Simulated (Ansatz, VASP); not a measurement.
## Two plane-wave programs on Lu

```
Lu
1.0
     0.00000    2.44942    2.44942
     2.44942    0.00000    2.44942
     2.44942    2.44942    0.00000
Lu
1
Direct
  0.00000 0.00000 0.00000
```

Alike in both runs: task single point; functional PBE; k mesh 8 × 8 × 8; occupations gaussian, width 0.05 eV; no spin polarisation.

|  | VASP | Ansatz |
| --- | --- | --- |
| version | VASP 6.6.1 | Ansatz 0.2.0 |
| potentials or method | VASP PAW PBE potentials, release 64 (Lu), cutoff 600 eV | scalar-relativistic, plane waves, PAW |
| valence electrons in the cell | 25 | 25 |

Ansatz gave:

* gap on the k mesh at the Fermi level (eV): none
* pressure (GPa): -1.1

Question: What did VASP give for the same quantities?

Answer: gap on the k mesh at the Fermi level (eV): none; pressure (GPa): -1.0.

A gap of «none» marks a metal or a gap that the smearing closes.

Neither program's run includes spin-orbit coupling.
